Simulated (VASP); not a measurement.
# Al9O in VASP: notebook

Al9O is run at these levels: PBE; tasks: single point.

Everything below comes from runs of VASP 6.6.1. Logs are shortened: lines on timing, memory, paths and dates and some standing lists are left out, and cuts for length are marked.

## 1. The cell of the first run

The cell holds a slab with vacuum, 10 atoms: a = 2.854 Å, b = 9.808 Å, c = 20.290 Å, α = 90.00°, β = 90.00°, γ = 98.37°.

## 2. Single point, PBE

Contents of INCAR:

```
ALGO = Normal ; DIPOL = 0.5 0.5 0.330
EDIFF = 1E-7 ; ENCUT = 520
GGA = PE ; IDIPOL = 3
ISIF = 2 ; ISMEAR = 0
LASPH = True ; LCHARG = True
LDIPOL = True ; LELF = True
LREAL = False ; LVACPOTAV = True
LVHAR = True ; LWAVE = False
NBANDS = 28 ; NELM = 80
PREC = Accurate ; SIGMA = 0.1
```

Contents of KPOINTS:

```
k-points
0
Gamma
  9 3 1
```

Contents of POSCAR:

```
Al9O
1.0
    2.8543223330      0.0000000000      0.0000000000
   -1.4271611665      9.7033329366      0.0000000000
    0.0000000000      0.0000000000     20.2902708969
Al O
9 1
Direct
    0.5324485604      0.0648971207      0.1971388169
    0.6709687938      0.3419375876      0.2462255645
    0.2986728405      0.5973456810      0.2560429140
    0.9263768872      0.8527537744      0.2658602636
    0.0639738222      0.1277383808      0.3154281718
    0.1995905480      0.4042696935      0.3707822583
    0.8288544886      0.6597110299      0.3785032288
    0.4526361687      0.9111292155      0.3874342692
    0.5862167387      0.1831102657      0.4349193692
    0.5925232094      0.6814597089      0.4512612524
```

Potentials or basis: VASP PAW PBE potentials, release 64 (Al, O).

Started as:

```console
> cat potpaw_PBE.64/Al/POTCAR potpaw_PBE.64/O/POTCAR > POTCAR
> mpirun -np 1 vasp_std > vasp.out
```

OUTCAR:

```text
EDIFF = 1E-7
   ENCUT = 520
   GGA = PE
   ISIF = 2
   ISMEAR = 0
   LASPH = True
   LREAL = False
   NELM = 80
   PREC = Accurate

 ion  position               nearest neighbor table
   1  0.532  0.065  0.197-   5 2.86   5 2.86   2 2.87   4 2.87   4 2.87
   2  0.671  0.342  0.246-   1 2.87   3 2.87   3 2.87   5 2.89   5 2.89   6 2.96   6 2.97
   3  0.299  0.597  0.256-   2 2.87   2 2.87   4 2.87   4 2.87   7 2.93   7 2.93   6 2.99
   4  0.926  0.853  0.266-   5 2.85   3 2.87   3 2.87   1 2.87   1 2.87   8 2.90   8 2.91   7 2.96

   5  0.064  0.128  0.315-   4 2.85   9 2.86   1 2.86   1 2.86   9 2.87   2 2.89   2 2.89   6 2.91
                             8 2.93   8 2.93
   6  0.200  0.404  0.371-   7 2.86   7 2.87   9 2.88   9 2.89   5 2.91   2 2.96   2 2.97   3 2.99

   7  0.829  0.660  0.379-  10 1.65  10 2.62   8 2.83   8 2.83   6 2.86   6 2.87   3 2.93   3 2.93
                             4 2.96
   8  0.453  0.911  0.387-   9 2.81   7 2.83   7 2.83   4 2.90   4 2.91   5 2.93   5 2.93
   9  0.586  0.183  0.435-   8 2.81   5 2.86   5 2.87   6 2.88   6 2.89
  10  0.593  0.681  0.451-   7 1.65   7 2.62

  LATTYP: Found a base centered orthorhombic cell.
 ALAT       =     2.8543223330
 B/A-ratio  =     6.7990449603
 C/A-ratio  =     7.1086123183

  Lattice vectors:

 A1 = (   1.4271611665,  -9.7033329366,   0.0000000000)
 A2 = (   1.4271611665,   9.7033329366,   0.0000000000)
 A3 = (   0.0000000000,   0.0000000000,  20.2902708969)

Analysis of symmetry for initial positions (statically):
=====================================================================
 Subroutine PRICEL returns:
 Original cell was already a primitive cell.

 Routine SETGRP: Setting up the symmetry group for a
 base centered orthorhombic supercell.

 Subroutine GETGRP returns: Found  1 space group operations
 (whereof  1 operations were pure point group operations)
 out of a pool of  8 trial point group operations.

The static configuration has the point symmetry C_1 .

Analysis of symmetry for dynamics (positions and initial velocities):
=====================================================================
 Subroutine PRICEL returns:
 Original cell was already a primitive cell.

 Routine SETGRP: Setting up the symmetry group for a
 base centered orthorhombic supercell.

 Subroutine GETGRP returns: Found  1 space group operations
 (whereof  1 operations were pure point group operations)
 out of a pool of  8 trial point group operations.

The dynamic configuration has the point symmetry C_1 .

 Subroutine INISYM returns: Found  1 space group operations
 (whereof  1 operations are pure point group operations),
 and found     1 'primitive' translations

----------------------------------------------------------------------------------------

                                     Primitive cell

  volume of cell :     561.9683

  direct lattice vectors                    reciprocal lattice vectors
     2.854322333  0.000000000  0.000000000     0.350345856  0.051528686  0.000000000
    -1.427161166  9.703332937  0.000000000     0.000000000  0.103057373  0.000000000
     0.000000000  0.000000000 20.290270897     0.000000000  0.000000000  0.049284704

  length of vectors
     2.854322333  9.807724460 20.290270897     0.354114987  0.103057373  0.049284704

  position of ions in fractional coordinates (direct lattice)
     0.532448560  0.064897121  0.197138817
     0.670968794  0.341937588  0.246225565
     0.298672840  0.597345681  0.256042914
     0.926376887  0.852753774  0.265860264
     0.063973822  0.127738381  0.315428172
     0.199590548  0.404269693  0.370782258
     0.828854489  0.659711030  0.378503229
     0.452636169  0.911129215  0.387434269
     0.586216739  0.183110266  0.434919369
     0.592523209  0.681459709  0.451261252

  ion indices of the primitive-cell ions
   primitive index   ion index
                 1           1
                 2           2
                 3           3
                 4           4
                 5           5
                 6           6
                 7           7
                 8           8
                 9           9
                10          10

----------------------------------------------------------------------------------------

[... 37 lines left out ...]

 WARNING: IBZKPT: internal override: KBLOWUP is changed to .FALSE.
      ... skipping the blow-up phase ...

 Subroutine IBZKPT returns following result:
 ===========================================

 Found     14 irreducible k-points:

 Following reciprocal coordinates:
            Coordinates               Weight
  0.000000  0.000000  0.000000      1.000000
  0.111111 -0.000000  0.000000      2.000000
  0.222222 -0.000000  0.000000      2.000000
  0.333333 -0.000000  0.000000      2.000000
  0.444444 -0.000000  0.000000      2.000000
  0.000000  0.333333  0.000000      2.000000
  0.111111  0.333333  0.000000      2.000000
  0.222222  0.333333  0.000000      2.000000
  0.333333  0.333333  0.000000      2.000000
  0.444444  0.333333  0.000000      2.000000
 -0.444444  0.333333  0.000000      2.000000
 -0.333333  0.333333  0.000000      2.000000
 -0.222222  0.333333  0.000000      2.000000
 -0.111111  0.333333  0.000000      2.000000
   k-points           NKPTS =     14   k-points in BZ     NKDIM =     14   number of bands    NBANDS=     28
   number of dos      NEDOS =    301   number of ions     NIONS =     10
   total plane-waves  NPLWV = 307200
   dimension x,y,z NGX =    24 NGY =   80 NGZ =  160
   dimension x,y,z NGXF=    48 NGYF=  160 NGZF=  320
   ions per type =               9   1
   NGX,Y,Z   is equivalent  to a cutoff of  13.98, 13.56, 13.11 a.u.
   NGXF,Y,Z  is equivalent  to a cutoff of  27.96, 27.12, 26.22 a.u.
 SYSTEM =  unknown system
   PREC   = accura    normal or accurate (medium, high low for compatibility)
   ISTART =      0    job   : 0-new  1-cont  2-samecut
   ICHARG =      2    charge: 1-file 2-atom 10-const
   ISPIN  =      1    spin polarized calculation?
   LNONCOLLINEAR =      F non collinear calculations
   LSORBIT =      F    spin-orbit coupling
   LASPH  =      T    aspherical Exc in radial PAW
   ENCUT  =  520.0 eV  38.22 Ry    6.18 a.u.   5.31 18.24 37.73*2*pi/ulx,y,z
   NELM   =     80;   NELMIN=  2; NELMDL= -5     # of ELM steps
   EDIFF  = 0.1E-06   stopping-criterion for ELM
   LREAL  =      F    real-space projection
   EDIFFG = 0.1E-05   stopping-criterion for IOM
   NSW    =      0    number of steps for IOM
   IBRION =     -1    ionic relax: 0-MD 1-quasi-New 2-CG
   NFREE  =      0    steps in history (QN), initial steepest desc. (CG)
   ISIF   =      2    stress and relaxation
   ISYM   =      2    0-nonsym 1-usesym 2-fastsym
   POTIM  = 0.5000    time-step for ionic-motion
   TEBEG  =    0.0;   TEEND  =   0.0 temperature during run
   PSTRESS=    0.0 pullay stress
   NELECT =      33.0000    total number of electrons
   NUPDOWN=      -1.0000    fix difference up-down
   EMIN   =  10.00;   EMAX   =-10.00  energy-range for DOS
   EFERMI =   0.00;   METHOD = LEGACY
   ISMEAR =     0;   SIGMA  =   0.10  broadening in eV -4-tet -1-fermi 0-gaus
   EFERMI_NEDOS =   21; number of points for ismear=-14 and -15
   IALGO  =     38    algorithm
   IMIX   =      4    mixing-type and parameters
     AMIX     =   0.40;   BMIX     =  1.00
     AMIX_MAG =   1.60;   BMIX_MAG =  1.00
  volume/ion in A,a.u.               =      56.20       379.23
  Fermi-wavevector in a.u.,A,eV,Ry     =   0.636320  1.202470  5.509041  0.404903
  Thomas-Fermi vector in A             =   1.700950
   LORBIT       =      0    0 simple, 1 ext, 2 COOP (PROOUT), +10 PAW based schemes
   GGA     = PE    functional components
   LHFCALC =     F    Hartree Fock is set to
   AEXX    =    0.0000 exact exchange contribution
   IVDW    =     0    specifies the selected vdW correction
   LEPSILON=     F    determine dielectric tensor
   LRPA    =     F    only Hartree local field effects (RPA)
 non-spin polarized calculation
 Gauss-broadening in eV      SIGMA  =   0.10
  energy-cutoff  :      520.00
  volume of cell :      561.97
 maximum number of plane-waves:     15174
 NGX is ok and might be reduce to    24
   NGX = 11   NGY = 37   NGZ = 75

 dipolmoment           0.000000      0.000000     -0.001989 electrons x Angstroem

 number of electron      32.9999995 magnetization

 dipolmoment           0.000000      0.000000      0.207299 electrons x Angstroem

 Free energy of the ion-electron system (eV)
  ---------------------------------------------------
  ext. energy  EPLUGINS =         0.00000000
  ---------------------------------------------------
  free energy    TOTEN  =       -37.23130804 eV

  energy without entropy =      -37.20642970  energy(sigma->0) =      -37.21886887

 E-fermi :  -1.3041     XC(G=0):  -3.8002

 val. band max:       -1.3479177168   @ k =   0.2222   0.3333   0.0000
 cond. band min:      -1.2983045857   @ k =   0.4444   0.3333   0.0000
 fundamental gap:      0.0496131311
 Fermi energy:        -1.3040525593

 k-point     1 :       0.0000    0.0000    0.0000
  band No.  band energies     occupation
      1     -18.5882      2.00000
      2     -11.2709      2.00000
      3      -9.6995      2.00000
      4      -9.6487      2.00000
      5      -8.9680      2.00000
      6      -7.2592      2.00000
[... 423 lines left out ...]
     27       3.3242      0.00000
     28       3.4686      0.00000

------------------------ aborting loop because EDIFF is reached ----------------------------------------

  FORCE on cell =-STRESS in cart. coord.  units (eV):
  Direction    XX          YY          ZZ          XY          YZ          ZX
  --------------------------------------------------------------------------------------
  -------------------------------------------------------------------------------------
  Total       -4.9124424     -5.7107650     -0.1007201      1.3527730      1.3599374     -2.6562608
  in kB      -14.0054239    -16.2814499     -0.2871541      3.8567699      3.8771955     -7.5730269
  external PRESSURE =     -10.1913426 kB  Pullay stress =       0.0000000 kB

 VOLUME and BASIS-vectors are now :
 -----------------------------------------------------------------------------
  energy-cutoff  :      520.00
  volume of cell :      561.97
      direct lattice vectors                 reciprocal lattice vectors
     2.854322333  0.000000000  0.000000000     0.350345856  0.051528686  0.000000000
    -1.427161166  9.703332937  0.000000000     0.000000000  0.103057373  0.000000000
     0.000000000  0.000000000 20.290270897     0.000000000  0.000000000  0.049284704

 POSITION                                       TOTAL-FORCE (eV/Angst)
 -----------------------------------------------------------------------------------
      1.42716      0.62972      4.00000        -0.024544      0.095488      0.025008
      1.42716      3.31793      4.99598         0.012331      0.065335     -0.088898
     -0.00000      5.79624      5.19518        -0.043370     -0.038996      0.222714
      1.42716      8.27455      5.39438         0.015182     -0.229904     -0.051554
      0.00030      1.23949      6.40012        -0.035862      0.187756      0.044100
     -0.00726      3.92276      7.52327         0.016938     -0.264185     -0.113445
      1.42430      6.40140      7.67993         1.725703     -0.615071     -0.746231
     -0.00836      8.84099      7.86115         0.286311     -0.218916      0.616445
      1.41192      1.77678      8.82463        -0.000202      0.000430     -0.001100
      0.71870      6.61243      9.15621        -1.952487      1.018064      0.092963
 -----------------------------------------------------------------------------------
    total drift:                               -0.000024      0.000021     -0.000344

  FREE ENERGIE OF THE ION-ELECTRON SYSTEM (eV)
  ---------------------------------------------------
  free  energy   TOTEN  =       -37.2313080384 eV

  energy  without entropy=      -37.2064297034  energy(sigma->0) =      -37.21886887

 vacuum level on the upper side and lower side of the slab         4.228         2.874
```

Run time: 4.3 min. Hardware: 1 thread of Intel Xeon 6975P-C (Granite Rapids), shared host; peak memory 0.68 GiB.

What came out:

| Property | Result |
| --- | --- |
| Free energy | -37.2313 eV |
| Largest force | 2.204 eV/Å |
| Band gap on the k mesh | zero (an odd number of electrons rules out a gap without spin polarisation) |

Forces in eV/Å, atoms in the order of the input:
```
Al  -0.025  0.095  0.025
Al   0.012  0.065 -0.089
Al  -0.043 -0.039  0.223
Al   0.015 -0.230 -0.052
Al  -0.036  0.188  0.044
Al   0.017 -0.264 -0.113
Al   1.726 -0.615 -0.746
Al   0.286 -0.219  0.616
Al   0.000  0.000 -0.001
O   -1.952  1.018  0.093
```

Caveat: an odd number of electrons without spin polarisation forces a metal; a magnetic or distorted state may lie lower.

## 3. Single point, PBE

INCAR is that of step 2.

KPOINTS is that of step 2.

POSCAR, as its differences from that of step 2:

```diff
@@ -16,3 +16,3 @@
     0.4526361687      0.9111292155      0.3874342692
-    0.5862167387      0.1831102657      0.4349193692
-    0.5925232094      0.6814597089      0.4512612524
+    0.5928638931      0.1827452394      0.4350686623
+    1.0925232094      0.6814597089      0.4508917124
```

Potentials or basis: VASP PAW PBE potentials, release 64 (Al, O).

Started as:

```console
> cat potpaw_PBE.64/Al/POTCAR potpaw_PBE.64/O/POTCAR > POTCAR
> mpirun -np 1 vasp_std > vasp.out
```

Wall time 4 min (1 thread of Intel Xeon 6975P-C (Granite Rapids), shared host); peak memory 0.68 GiB.

The run converged. Its results:

| Quantity | Value |
| --- | --- |
| Free energy | -37.2649 eV |
| Largest force | 2.266 eV/Å |
| Band gap on the k mesh | zero (an odd number of electrons rules out a gap without spin polarisation) |

Forces in eV/Å, atoms in the order of the input:
```
Al   0.076  0.116  0.044
Al   0.009  0.063 -0.089
Al   0.037 -0.042  0.243
Al  -0.052 -0.238 -0.048
Al  -0.003  0.173  0.034
Al  -0.011 -0.275 -0.117
Al  -1.782 -0.617 -0.747
Al  -0.281 -0.227  0.615
Al   0.000 -0.001 -0.004
O    2.007  1.049  0.071
```

Levels at points of the mesh, in eV from the Fermi level:
```csv
k point,band 14,band 15,band 16,band 17,band 18,band 19
"(0.00, 0.00, 0.00)",-1.65,-1.23,-0.82,-0.22,0.34,1.27
```

Caveat: an odd number of electrons without spin polarisation forces a metal; a magnetic or distorted state may lie lower.

## 4. Single point, PBE

Contents of INCAR:

```
SYSTEM = Al9O
  PREC = Accurate
  ENCUT = 520
  EDIFF = 1E-6
  ISMEAR = 0
  SIGMA = 0.1
  LREAL = .FALSE.
  LASPH = .TRUE.
  NELM = 100
  ALGO = Normal
  ISIF = 2
  LWAVE = .FALSE.
  LCHARG = .FALSE.
  LDIPOL = .TRUE.
  IDIPOL = 3
  DIPOL = 0.5 0.5 0.331
  GGA = PE
  NBANDS = 28
```

Contents of KPOINTS:

```
Automatic mesh
0
G
  9 3 1
  0 0 0
```

POSCAR, as its differences from that of step 3:

```diff
@@ -16,3 +16,3 @@
     0.4526361687      0.9111292155      0.3874342692
-    0.5928638931      0.1827452394      0.4350686623
-    1.0925232094      0.6814597089      0.4508917124
+    0.5459237027      0.2321271306      0.4561038228
+    0.5925232094      0.4314597089      0.4363329494
```

Started as:

```console
> cat potpaw_PBE.64/Al/POTCAR potpaw_PBE.64/O/POTCAR > POTCAR
> mpirun -np 1 vasp_std > vasp.out
```

It took 3.6 min on 1 thread of Intel Xeon 6975P-C (Granite Rapids), shared host; peak memory 0.7 GiB.

It converged, with:

* Free energy: -38.5665 eV
* Largest force: 1.947 eV/Å
* Band gap on the k mesh: zero (an odd number of electrons rules out a gap without spin polarisation)

Forces in eV/Å, atoms in the order of the input:
```
Al   0.031  0.160  0.094
Al   0.045  0.171  0.086
Al  -0.020 -0.250  0.189
Al  -0.003 -0.285 -0.058
Al  -0.032  0.316  0.696
Al  -1.622  0.287 -1.038
Al  -0.087  0.335 -0.060
Al  -0.012  0.135  0.056
Al   0.002 -0.007  0.004
O    1.697 -0.861  0.032
```

Levels at points of the mesh, in eV from the Fermi level:
| k point | band 15 | band 16 | band 17 | band 18 | band 19 | band 20 |
| --- | --- | --- | --- | --- | --- | --- |
| (0.00, 0.00, 0.00) | -1.71 | -1.08 | -0.27 | 0.35 | 0.80 | 2.12 |

Caveat: an odd number of electrons without spin polarisation forces a metal; a magnetic or distorted state may lie lower.

## 5. Overview

| cell | gap on the mesh (eV) | largest force (eV/Å) |
| --- | --- | --- |
| as given, atomic positions A | none | 2.20 |
| as given, atomic positions B | none | 2.27 |
| as given, atomic positions C | none | 1.95 |

Alike in all rows: task single point; level PBE; potentials or basis VASP PAW PBE potentials, release 64 (Al, O); no spin polarisation; k mesh 9 × 3 × 1; cutoff (eV) 520; smearing gaussian 0.1 eV.

Caveats: an odd number of electrons without spin polarisation forces a metal; a magnetic or distorted state may lie lower.

Total energies depend on the potentials used, so only differences within one code and one set of settings carry meaning.
